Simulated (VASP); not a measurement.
# C in VASP: a series of runs, part 2 of 2

VASP 6.6.1.

### 5 Single point, PBEsol

This run uses another cell than the first one, of 5.61 Å³/atom, 0.966 times its volume.

INCAR reads:

```
PREC = Accurate ; ENCUT = 520
EDIFF = 1E-6 ; ISMEAR = -1
SIGMA = 0.1 ; LREAL = False
LASPH = True ; NELM = 100
ALGO = Normal ; ISIF = 2
LWAVE = False ; LCHARG = True
GGA = PS ; LELF = True
LVHAR = True ; NBANDS = 11
```

KPOINTS reads:

```
regular mesh
0
Gamma
  16 16 16
```

POSCAR reads:

```
C
1.0
    1.7769037248      1.7769037248      0.0000000000
   -1.7769037248      1.7769037248      0.0000000000
    0.0000000000      1.7769037248      1.7769037248
C
2
Direct
    0.5000000000      0.5000000000      0.0000000000
    0.7500000000      0.2500000000      0.5000000000
```

Potentials or basis: VASP PAW PBE potentials, release 64 (C).

On the command line:

```console
cat potpaw_PBE.64/C/POTCAR > POTCAR
mpirun -np 1 vasp_std > vasp.out
```

OUTCAR:

```text
PREC = Accurate
   ENCUT = 520
   EDIFF = 1E-6
   ISMEAR = -1
   LREAL = False
   LASPH = True
   NELM = 100
   ISIF = 2
   GGA = PS

 ion  position               nearest neighbor table
   1  0.500  0.500  0.000-   2 1.54   2 1.54   2 1.54   2 1.54
   2  0.750  0.250  0.500-   1 1.54   1 1.54   1 1.54   1 1.54

  LATTYP: Found a face centered cubic cell.
 ALAT       =     3.5538074496

  Lattice vectors:

 A1 = (   0.0000000000,   1.7769037248,   1.7769037248)
 A2 = (   1.7769037248,   0.0000000000,   1.7769037248)
 A3 = (   1.7769037248,   1.7769037248,   0.0000000000)

Analysis of symmetry for initial positions (statically):
=====================================================================
 Subroutine PRICEL returns:
 Original cell was already a primitive cell.

 Routine SETGRP: Setting up the symmetry group for a
 face centered cubic supercell.

 Subroutine GETGRP returns: Found 48 space group operations
 (whereof 24 operations were pure point group operations)
 out of a pool of 48 trial point group operations.

The static configuration has the point symmetry T_d .
 The point group associated with its full space group is O_h .

Analysis of symmetry for dynamics (positions and initial velocities):
=====================================================================
 Subroutine PRICEL returns:
 Original cell was already a primitive cell.

 Routine SETGRP: Setting up the symmetry group for a
 face centered cubic supercell.

 Subroutine GETGRP returns: Found 48 space group operations
 (whereof 24 operations were pure point group operations)
 out of a pool of 48 trial point group operations.

The dynamic configuration has the point symmetry T_d .
 The point group associated with its full space group is O_h .

 Subroutine INISYM returns: Found 48 space group operations
 (whereof 24 operations are pure point group operations),
 and found     1 'primitive' translations

[... 112 lines left out ...]
   IMIX   =      4    mixing-type and parameters
     AMIX     =   0.40;   BMIX     =  1.00
     AMIX_MAG =   1.60;   BMIX_MAG =  1.00
  volume/ion in A,a.u.               =       5.61        37.86
  Fermi-wavevector in a.u.,A,eV,Ry     =   1.462506  2.763735 29.101817  2.138923
  Thomas-Fermi vector in A             =   2.578711
   LORBIT       =      0    0 simple, 1 ext, 2 COOP (PROOUT), +10 PAW based schemes
   GGA     = PS    functional components
   LHFCALC =     F    Hartree Fock is set to
   AEXX    =    0.0000 exact exchange contribution
   IVDW    =     0    specifies the selected vdW correction
   LEPSILON=     F    determine dielectric tensor
   LRPA    =     F    only Hartree local field effects (RPA)
 non-spin polarized calculation
  energy-cutoff  :      520.00
  volume of cell :       11.22
 maximum number of plane-waves:       314
   NGX =  9   NGY =  9   NGZ =  9

 number of electron       7.9999999 magnetization

 Free energy of the ion-electron system (eV)
  ---------------------------------------------------
  ext. energy  EPLUGINS =         0.00000000
  ---------------------------------------------------
  free energy    TOTEN  =       -19.24972382 eV

  energy without entropy =      -19.24972382  energy(sigma->0) =      -19.24972382

 E-fermi :  11.6167     XC(G=0): -13.4868

 val. band max:        9.8677534921   @ k =   0.0000   0.0000   0.0000
 cond. band min:      13.8965649931   @ k =  -0.3750   0.3750   0.0000
 fundamental gap:      4.0288115010
 Fermi energy:        11.6166976723

 k-point     1 :       0.0000    0.0000    0.0000
  band No.  band energies     occupation
      1     -11.8014      2.00000
      2       9.8678      2.00000
      3       9.8678      2.00000
      4       9.8678      2.00000
      5      15.4368      0.00000
      6      15.4368      0.00000
      7      15.4368      0.00000
      8      23.4856      0.00000
      9      28.9659      0.00000
     10      36.4561      0.00000
     11      36.4561      0.00000
[... 309 lines left out ...]
 k-point    24 :      -0.0625    0.0625    0.0000
  band No.  band energies     occupation
      1     -11.6555      2.00000
      2       9.2996      2.00000
      3       9.2996      2.00000
      4       9.5192      2.00000
      5      15.3193      0.00000
      6      16.1304      0.00000
      7      16.1304      0.00000
      8      23.5626      0.00000
      9      29.2251      0.00000
     10      33.2246      0.00000
     11      36.6403      0.00000

 [... further k-points ...]
[... 5 lines left out ...]
  --------------------------------------------------------------------------------------
  -------------------------------------------------------------------------------------
  Total        0.0771615      0.0771615      0.0771615      0.0000000      0.0000000     -0.0000000
  in kB       11.0176613     11.0176613     11.0176613      0.0000000      0.0000000     -0.0000000
  external PRESSURE =      11.0176613 kB  Pullay stress =       0.0000000 kB

 VOLUME and BASIS-vectors are now :
 -----------------------------------------------------------------------------
  energy-cutoff  :      520.00
  volume of cell :       11.22
      direct lattice vectors                 reciprocal lattice vectors
     1.776903725  1.776903725  0.000000000     0.281388346  0.281388346 -0.281388346
    -1.776903725  1.776903725  0.000000000    -0.281388346  0.281388346 -0.281388346
     0.000000000  1.776903725  1.776903725     0.000000000  0.000000000  0.562776692

 POSITION                                       TOTAL-FORCE (eV/Angst)
 -----------------------------------------------------------------------------------
      0.00000      1.77690      0.00000        -0.000000      0.000000      0.000000
      0.88845      2.66536      0.88845         0.000000     -0.000000      0.000000
 -----------------------------------------------------------------------------------
    total drift:                                0.000000     -0.000000     -0.000000

  FREE ENERGIE OF THE ION-ELECTRON SYSTEM (eV)
  ---------------------------------------------------
  free  energy   TOTEN  =       -19.2497238235 eV

  energy  without entropy=      -19.2497238233  energy(sigma->0) =      -19.24972382
```

OSZICAR:

```text
N       E                     dE             d eps       ncg     rms          rms(c)
DAV:   1    -0.228276007549E+00   -0.22828E+00   -0.47906E+03  3364   0.695E+02
DAV:   2    -0.195735729873E+02   -0.19345E+02   -0.18729E+02  4233   0.127E+02
DAV:   3    -0.199337208073E+02   -0.36015E+00   -0.35930E+00  3712   0.132E+01
DAV:   4    -0.199342630842E+02   -0.54228E-03   -0.54227E-03  3446   0.656E-01
DAV:   5    -0.199342636832E+02   -0.59902E-06   -0.59883E-06  3643   0.202E-02    0.567E+00
DAV:   6    -0.194260769362E+02    0.50819E+00   -0.26087E-01  3292   0.354E+00    0.335E+00
DAV:   7    -0.192491197646E+02    0.17696E+00   -0.31299E-01  3484   0.392E+00    0.705E-01
DAV:   8    -0.192496980027E+02   -0.57824E-03   -0.76167E-03  3334   0.686E-01    0.295E-02
DAV:   9    -0.192497156732E+02   -0.17670E-04   -0.14947E-05  3840   0.350E-02    0.216E-02
DAV:  10    -0.192497239769E+02   -0.83037E-05   -0.34920E-06  3466   0.164E-02    0.450E-03
DAV:  11    -0.192497238235E+02    0.15339E-06   -0.90288E-08  1931   0.263E-03
   1 F= -.19249724E+02 E0= -.19249724E+02  d E =-.192657E-09
```

Run time: 20 s. Hardware: 1 thread of Intel Xeon 8259CL, shared host; peak memory 0.13 GiB.

What came out:

```
Free energy            : -19.2497 eV
Pressure               : 1.1 GPa
Band gap on the k mesh : 4.03 eV, indirect (least direct gap 5.57 eV)
```

Caveat: the PAW data sets were made with another functional, which shifts forces and pressure a little. A k mesh can miss the band edges.

### 6 Single point, PBEsol (in-plane strain -0.02, then relaxed in part)

INCAR reads:

```
ALGO = Normal
EDIFF = 1E-7
ENCUT = 520
GGA = PS
ISIF = 2
ISMEAR = 0
LASPH = True
LCHARG = True
LELF = True
LREAL = False
LVHAR = True
LWAVE = False
NBANDS = 11
NELM = 100
PREC = Accurate
SIGMA = 0.01
```

KPOINTS reads:

```
k-points
0
Gamma
  12 12 12
```

POSCAR reads:

```
C
1.0
    1.7413656503      1.7413656503      0.0000000000
   -1.7413656503      1.7413656503      0.0000000000
    0.0000000000      1.7413656503      1.7863378933
C
2
Direct
    0.5000000000      0.5000000000      0.0000000000
    0.7500000000      0.2500000000      0.5000000000
```

Potentials or basis: VASP PAW PBE potentials, release 64 (C).

On the command line:

```console
cat potpaw_PBE.64/C/POTCAR > POTCAR
mpirun -np 1 vasp_std > vasp.out
```

Run time: 22 s. Hardware: 1 thread of Intel Xeon 8259CL, shared host; peak memory 0.13 GiB.

Results (log left out):

```
Free energy            : -19.2121 eV
Pressure               : 18.1 GPa
Band gap on the k mesh : 3.81 eV, indirect (least direct gap 5.43 eV)
```

Stress tensor (GPa, compression positive):
```
26.55  0.00  0.00
 0.00 26.55  0.00
 0.00  0.00  1.30
```

Levels at points of the mesh, in eV from the valence-band top:
| k point | band 2 | band 3 | band 4 | band 5 | band 6 | band 7 |
| --- | --- | --- | --- | --- | --- | --- |
| (0.00, 0.00, 0.00) | -0.41 | 0.00 | 0.00 | 5.43 | 5.43 | 5.75 |
| (0.50, 0.00, 0.00) | -14.12 | -3.31 | -2.82 | 8.11 | 8.56 | 9.54 |
| (0.50, 0.50, 0.00) | -13.10 | -6.88 | -6.88 | 4.36 | 4.36 | 17.37 |
| (0.00, 0.00, 0.50) | -13.52 | -6.49 | -6.49 | 4.97 | 4.97 | 17.26 |

Caveat: the cell differs from its parent crystal (in-plane strain -0.02, then relaxed in part); the PAW data sets were made with another functional, which shifts forces and pressure a little. A k mesh can miss the band edges.

### 7 The runs side by side

```tsv
task	cell	k mesh	cutoff (eV)	smearing	gap on the mesh (eV)	pressure (GPa)
single point	a = 2.563, b = 2.563, c = 2.532 Å, angles 59.6, 59.6, 90.0°, 2 atoms	12 × 12 × 12	520	gaussian 0.01 eV	3.37	-13.6
relaxation of cell and atoms	relaxed from a = 2.522 Å, angles 60.0, 60.0, 90.0°, 2 atoms	16 × 16 × 16	600	fermi-dirac 0.1 eV	4.03	0.0
single point	a = 2.513 Å, angles 60.0, 60.0, 90.0°, 2 atoms	12 × 12 × 12	520	gaussian 0.01 eV	4.06	1.1
single point	a = 2.513 Å, angles 60.0, 60.0, 90.0°, 2 atoms	16 × 16 × 16	520	fermi-dirac 0.1 eV	4.03	1.1
single point	a = 2.463, b = 2.463, c = 2.495 Å, angles 60.4, 60.4, 90.0°, 2 atoms	12 × 12 × 12	520	gaussian 0.01 eV	3.81	18.1
```

Alike in all rows: level PBEsol; potentials or basis VASP PAW PBE potentials, release 64 (C); no spin polarisation.

Caveats: the PAW data sets were made with another functional, which shifts forces and pressure a little.

Absolute energies hang on the potentials; compare differences alone.
